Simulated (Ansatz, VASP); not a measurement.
**AlClF2: VASP beside Ansatz**

```xyz
8
Lattice="4.2790 0.0000 0.0000 -2.1395 3.7058 0.0000 0.0000 0.0000 8.4339" Properties=species:S:1:pos:R:3 pbc="T T T"
Al    0.0000    2.4705    0.0000
Al    2.1395    1.2353    0.0000
Cl    0.0000    0.0000    6.1947
Cl    0.0000    0.0000    2.2392
F     0.0000    2.4705    4.2169
F     2.1395    1.2353    4.2169
F     0.0000    0.0000    7.7716
F     0.0000    0.0000    0.6623
```

Alike in both runs: task single point; functional PBE; k mesh 6 × 6 × 2; occupations gaussian, width 0.1 eV; no spin polarisation.

|  | VASP | Ansatz |
| --- | --- | --- |
| version | VASP 6.6.1 | Ansatz 0.2.0 |
| potentials or method | VASP PAW PBE potentials, release 64 (Al, Cl, F), cutoff 520 eV | scalar-relativistic, plane waves, PAW |
| valence electrons in the cell | 48 | 48 |

VASP gave:

```
gap on the k mesh at the Fermi level (eV) : none
rms of the force components (eV/Å)        : 6.400
```

Question: What did Ansatz give for the same quantities?

Answer: gap on the k mesh at the Fermi level (eV): none; rms of the force components (eV/Å): 6.346.

Atom by atom the forces differ by 0.109 eV/Å (rms over components). A gap of «none» marks a metal or a gap that the smearing closes.

The k mesh is coarse, so the values compare programs but aren't converged.
